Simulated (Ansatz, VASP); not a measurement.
# Ir in VASP and in Ansatz

INCAR

```
SYSTEM = Ir
ALGO = Normal
EDIFF = 1E-6
ENCUT = 500
GGA = PE
GGA_COMPAT = .False.
ISIF = 2
ISMEAR = -1
LASPH = .True.
LCHARG = .False.
LDAU = .True.
LDAUJ = 0
LDAUL = 2
LDAUPRINT = 1
LDAUTYPE = 2
LDAUU = 2
LMAXMIX = 4
LREAL = .False.
LWAVE = .False.
NBANDS = 20
NELM = 200
PREC = Accurate
SIGMA = 0.08
```

The input KPOINTS:

```
k-points
0
Gamma
  8 8 11
  0 0 0
```

File POSCAR:

```
Ir
1.0
    4.3118554429      0.0000000000      0.0000000000
   -2.1559277214      3.7341763510      0.0000000000
    0.0000000000      0.0000000000      2.6494535959
Ir
3
Direct
    0.0000000000      0.0000000000      0.0000000000
    0.3333333333      0.6666666667      0.5000000000
    0.6666666667      0.3333333333      0.5000000000
```

Input for Ansatz:

```yaml
crystal:
  lattice:
    - [4.3118554429, 0.0, 0.0]
    - [-2.1559277214, 3.734176351, 0.0]
    - [0.0, 0.0, 2.6494535959]
  atoms:
    - { symbol: Ir, position: [0.0, 0.0, 0.0] }
    - { symbol: Ir, position: [0.3333333333, 0.6666666667, 0.5] }
    - { symbol: Ir, position: [0.6666666667, 0.3333333333, 0.5] }
kpoints:
  mp_grid: { grid: [8, 8, 11] }
scf:
  occupations: { method: fermi_dirac, width: 0.08 }
  convergence: { dr2_threshold: 1.0e-08 }
  algorithm: density_mixing
hamiltonian:
  xc: pbe
  pseudopotentials: { kind: all_electron, lapw: { basis_error: 0.001 } }
  hubbard: { sites: [{ species: Ir, l: d, u_eff: 2.0 }], double_counting: fll }
output:
  forces: true
  stress: true
  eigenvalues: true
  populations: true
```

Alike in both runs: task single point; functional PBE; k mesh 8 × 8 × 11; occupations fermi-dirac, width 0.08 eV; no spin polarisation; Hubbard terms Ir d U = 2.0 eV.

```csv
,VASP,Ansatz
version,VASP 6.6.1,Ansatz 0.2.0
potentials or method,"VASP PAW PBE potentials, release 64 (Ir), cutoff 500 eV","all-electron LAPW, scalar-relativistic"
```

```csv
,VASP,Ansatz,Ansatz less VASP
gap on the k mesh at the Fermi level (eV),none,none,-
pressure (GPa),11.3,17.6,+6.38
"traceless stress, the component that is largest in VASP (GPa)",-0.15,-0.52,-0.371
```

The programs project onto different local orbitals, so the same U acts differently, and such runs can settle in different states. A gap of «none» marks a metal or a gap that the smearing closes. Ansatz ran all-electron here, and VASP with PAW potentials. Ansatz's warnings: filled band counts differ across k points.

Neither program's run includes spin-orbit coupling.
